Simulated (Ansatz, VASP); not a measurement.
Fe2Pt in VASP and in Ansatz

INCAR

```
  ALGO = Fast
  EDIFF = 1E-7
  ENCUT = 520
  GGA = PE
  ISIF = 2
  ISMEAR = -1
  ISPIN = 2
  LASPH = T
  LCHARG = T
  LELF = T
  LMAXMIX = 4
  LORBIT = 11
  LREAL = F
  LVHAR = T
  LWAVE = F
  MAGMOM = 0 3 3
  NBANDS = 24
  NELM = 150
  PREC = Accurate
  SIGMA = 0.05
```

File KPOINTS:

```
k-points
0
Gamma
  12 12 5
```

Contents of POSCAR:

```
Fe2Pt
1.0
    2.6175999160      0.0000000000      0.0000000000
   -1.3087999580      2.2669080242      0.0000000000
    0.0000000000      0.0000000000      6.2768510000
Pt Fe
1 2
Direct
    0.0000000000      0.0000000000      0.0000000000
    0.6666666667      0.3333333333      0.3554600000
    0.3333333333      0.6666666667      0.6445400000
```

File input.yaml:

```yaml
crystal:
  lattice:
    - [2.617599916, 0.0, 0.0]
    - [-1.308799958, 2.2669080242, 0.0]
    - [0.0, 0.0, 6.276851]
  atoms:
    - { symbol: Pt, position: [0.0, 0.0, 0.0] }
    - { symbol: Fe, position: [0.6666666667, 0.3333333333, 0.35546], spin: 3.0 }
    - { symbol: Fe, position: [0.3333333333, 0.6666666667, 0.64454], spin: 3.0 }
hamiltonian:
  xc: pbe
  pseudopotentials: { kind: paw }
magnetization:
  spin_polarized: true
kpoints:
  mp_grid: { grid: [12, 12, 5] }
scf:
  occupations: { method: fermi_dirac, width: 0.05 }
output:
  forces: true
  stress: true
  eigenvalues: true
  write_density: true
  write_potential: true
  elf: true
  volumetric_format: npy
```

Alike in both runs: task single point; functional PBE; k mesh 12 × 12 × 5; occupations fermi-dirac, width 0.05 eV; collinear spin.

```csv
,VASP,Ansatz
version,VASP 6.6.1,Ansatz 0.2.0
potentials or method,"VASP PAW PBE potentials, release 64 (Pt, Fe)",Ansatz PAW
plane-wave cutoff (eV),520,420
valence electrons in the cell,26,50
```

```tsv
	VASP	Ansatz	Ansatz less VASP
gap on the k mesh at the Fermi level (eV)	none	none	-
pressure (GPa)	21.0	21.5	+0.50
traceless stress, the component that is largest in VASP (GPa)	-10.68	-10.85	-0.160
rms of the force components (eV/Å)	0.369	0.381	+0.0122
net moment per atom (μB)	1.83	1.83	-0.002
size of the moment on the site where the two differ most (μB)	0.21	0.24	+0.032
```

Site moments also hang on the region over which each program counts them. Atom by atom the forces differ by 0.012 eV/Å (rms over components). A gap of «none» marks a metal or a gap that the smearing closes. VASP's potentials hold 26 valence electrons a cell and Ansatz's 50, so a difference there can come from the potentials and not from the codes.

Neither program's run includes spin-orbit coupling.
